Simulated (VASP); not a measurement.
Here is a VASP 6.6.1 calculation.

INCAR

```
SYSTEM = Al2BN3
  PREC = Accurate
  ENCUT = 520
  EDIFF = 1E-6
  ISMEAR = 0
  SIGMA = 0.1
  LREAL = .False.
  LASPH = .True.
  NELM = 60
  ALGO = Normal
  ISIF = 2
  LWAVE = .False.
  LCHARG = .False.
  GGA = PE
  NBANDS = 21
```

File KPOINTS:

```
regular mesh
0
Gamma
  6 6 4
  0 0 0
```

Contents of POSCAR:

```
Al2BN3
1.0
    2.9590951862      0.0000000000      0.0000000000
   -1.4795475931      2.5626516035      0.0000000000
    0.0000000000      0.0000000000      7.2336463702
Al B N
2 1 3
Direct
    0.0000000000      0.0000000000      0.0136999577
    0.3333333333      0.6666666667      0.6562398898
    0.6666666667      0.3333333333      0.3208230510
    0.0000000000      0.0000000000      0.7545453086
    0.3333333333      0.6666666667      0.3944210214
    0.6666666667      0.3333333333      0.1102707714
```

Potentials or basis: VASP PAW PBE potentials, release 64 (Al, B, N).

Launch:

```sh
$ cat potpaw_PBE.64/Al/POTCAR potpaw_PBE.64/B/POTCAR potpaw_PBE.64/N/POTCAR > POTCAR
$ mpirun -np 1 vasp_std > vasp.out
```

(1) What does it give for the pressure?

(2) Estimate the band gap on the k mesh.

(3) Estimate the largest force.

Results:

(1) -0.2 GPa.

(2) 3.10 eV, indirect (least direct gap 4.07 eV).

(3) 0.027 eV/Å.
